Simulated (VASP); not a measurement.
A run of VASP 6.6.1 is set up as follows.

INCAR

```
PREC = Accurate
ENCUT = 520
EDIFF = 1E-6
ISMEAR = 0
SIGMA = 0.15
LREAL = F
LASPH = T
NELM = 80
ALGO = Fast
ISIF = 2
LWAVE = F
LCHARG = T
GGA = PS
LELF = T
LVHAR = T
NBANDS = 38
```

File KPOINTS:

```
regular mesh
0
Gamma
  9 9 6
```

Contents of POSCAR:

```
TaSi2
1.0
    4.7613605622      0.0000000000      0.0000000000
   -2.3806802811      4.1234592035      0.0000000000
    0.0000000000      0.0000000000      6.5581204410
Ta Si
3 6
Direct
    0.4101097272      0.0000000000     -0.0652626014
    0.5000000000      0.5000000000      0.6666666667
    0.0000000000      0.5000000000      0.3333333333
    0.1592624125      0.3185248251      0.0000000000
    0.8407375875      0.1592624125      0.6666666667
    0.6814751749      0.8407375875      0.3333333333
    0.8407375875      0.6814751749      0.0000000000
    0.1592624125      0.8407375875      0.6666666667
    0.3185248251      0.1592624125      0.3333333333
```

Potentials or basis: VASP PAW PBE potentials, release 64 (Ta_pv, Si).

Run with:

```console
$ cat potpaw_PBE.64/Ta_pv/POTCAR potpaw_PBE.64/Si/POTCAR > POTCAR
$ mpirun -np 1 vasp_std > vasp.out
```

Predict the pressure.

13.4 GPa.

Estimate the largest force.

15.670 eV/Å.

Predict the band gap on the k mesh.

zero (an odd number of electrons rules out a gap without spin polarisation).

Stress tensor (GPa, compression positive):
```
12.55  4.05  7.64
 4.05  5.94  6.99
 7.64  6.99 21.72
```

Caveat: the cell differs from its parent crystal (atom 1 (Ta) moved by -0.428 Å along [1 0 0] and -0.428 Å along [0 0 1]); the cell stands under pressure; the PAW data sets were made with another functional, which shifts forces and pressure a little; spin-orbit coupling is left out, which moves the levels of the heavy elements.
